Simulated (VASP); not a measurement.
Wanted: the native input for a VASP 6.6.1 run.

```
Task                   : single point
Functional             : r2SCAN
Potentials or basis    : VASP PAW PBE potentials, release 64 (Li_sv, F)
Cutoff                 : 520 eV
k mesh                 : 5 × 5 × 3
Occupations            : fermi-dirac, width 0.15 eV
Spin                   : no spin polarisation
Dipole correction      : no
Further INCAR settings : ALGO = Normal; EDIFF = 1e-07; NBANDS = 18
```

The system is LiF.

```
Li F
1.0
     3.06094    0.00000    0.00000
    -1.53047    2.65085    0.00000
     0.00000    0.00000    4.80732
Li F
2 2
Direct
  0.33333 0.66667 0.38115
  0.66667 0.33333 0.88115
  0.33333 0.66667 0.99384
  0.66667 0.33333 0.49384
```

One way to write it, as run:

POSCAR

```
LiF
1.0
    3.0609400000      0.0000000000      0.0000000000
   -1.5304700000      2.6508520000      0.0000000000
    0.0000000000      0.0000000000      4.8073250000
Li F
2 2
Direct
    0.3333333333      0.6666666667      0.3811540000
    0.6666666667      0.3333333333      0.8811540000
    0.3333333333      0.6666666667      0.9938440000
    0.6666666667      0.3333333333      0.4938440000
```

INCAR.step1

```
SYSTEM = LiF
PREC = Accurate ; ENCUT = 520
ISMEAR = -1 ; SIGMA = 0.15
LREAL = .False. ; LASPH = .True.
NELM = 60 ; NBANDS = 18
GGA = PE ; ALGO = Normal
EDIFF = 1E-4 ; LWAVE = .True.
LCHARG = .False.
```

INCAR.step2

```
SYSTEM = LiF
PREC = Accurate ; ENCUT = 520
EDIFF = 1E-7 ; ISMEAR = -1
SIGMA = 0.15 ; LREAL = .False.
LASPH = .True. ; NELM = 60
ALGO = Normal ; ISIF = 2
LWAVE = .False. ; LCHARG = .False.
METAGGA = R2SCAN ; LMIXTAU = .True.
NBANDS = 18 ; ISTART = 1
```

KPOINTS

```
Automatic mesh
0
Gamma
  5 5 3
  0 0 0
```

Potentials or basis: VASP PAW PBE potentials, release 64 (Li_sv, F).

The run is started by

```console
$ cat potpaw_PBE.64/Li_sv/POTCAR potpaw_PBE.64/F/POTCAR > POTCAR
$ cp INCAR.step1 INCAR
$ mpirun -np 1 vasp_std > vasp.out
$ cp INCAR.step2 INCAR
$ mpirun -np 1 vasp_std > vasp.out
```

Results of the run:

```yaml
Largest_force: 0.012 eV/Å
Band_gap_on_the_k_mesh: 8.75 eV, direct
```

Caveat: the k points lie up to 0.47 Å⁻¹ apart; the PAW data sets were made with another functional, which shifts forces and pressure a little.

Wall time 39 s on 1 thread of Intel(R) Xeon(R) Platinum 8259CL CPU @ 2.50GHz (Skylake/Cascade Lake), on a shared host, peak memory 0.15 GiB.
